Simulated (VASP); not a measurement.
Write the native input for VASP 6.6.1 that does the following.

| Quantity | Value |
| --- | --- |
| Task | single point |
| Functional | LDA |
| Potentials or basis | VASP PAW LDA potentials, release 64 (S, Mo_sv) |
| Cutoff | 400 eV |
| k mesh | 12 × 12 × 1 |
| Occupations | gaussian, width 0.01 eV |
| Spin | no spin polarisation |
| Dipole correction | no |
| Further INCAR settings | ALGO = Normal; EDIFF = 1e-06; NBANDS = 35; NELMDL = -8 |

The structure of MoS2 lies in POSCAR:

```
MoS2
1.0
    3.1210559729      0.0000000000      0.0000000000
   -1.5605279865      2.7029137592      0.0000000000
    0.0000000000      0.0000000000     24.2700000000
S Mo
4 2
Direct
    0.3333333333      0.6666666667      0.3117809539
    0.3333333333      0.6666666667      0.4397983609
    0.6666666667      0.3333333333      0.5602016391
    0.6666666667      0.3333333333      0.6882190461
    0.6666666667      0.3333333333      0.3757275470
    0.3333333333      0.6666666667      0.6242724530
```

These files were run (other wordings do the same):

INCAR

```
SYSTEM = MoS2
ALGO = Normal ; EDIFF = 1E-6
ENCUT = 400 ; GGA_COMPAT = .False.
ISIF = 2 ; ISMEAR = 0
LASPH = .True. ; LCHARG = .False.
LREAL = .False. ; LWAVE = .False.
NBANDS = 35 ; NELM = 120
NELMDL = -8 ; PREC = Accurate
SIGMA = 0.01
```

KPOINTS

```
k-points
0
Gamma
  12 12 1
  0 0 0
```

Potentials or basis: VASP PAW LDA potentials, release 64 (S, Mo_sv).

Run with:

```sh
$ cat potpaw_LDA.64/S/POTCAR potpaw_LDA.64/Mo_sv/POTCAR > POTCAR
$ mpirun -np 1 vasp_std > vasp.out
```

It gave:

| Quantity | Value |
| --- | --- |
| Largest force | 0.017 eV/Å |
| Band gap on the k mesh | 1.19 eV (least direct gap 1.82 eV) |

Wall time 2.2 min on 1 thread of AMD EPYC 7R43 64-Core Processor (Zen 3), on a shared host, peak memory 0.2 GiB.
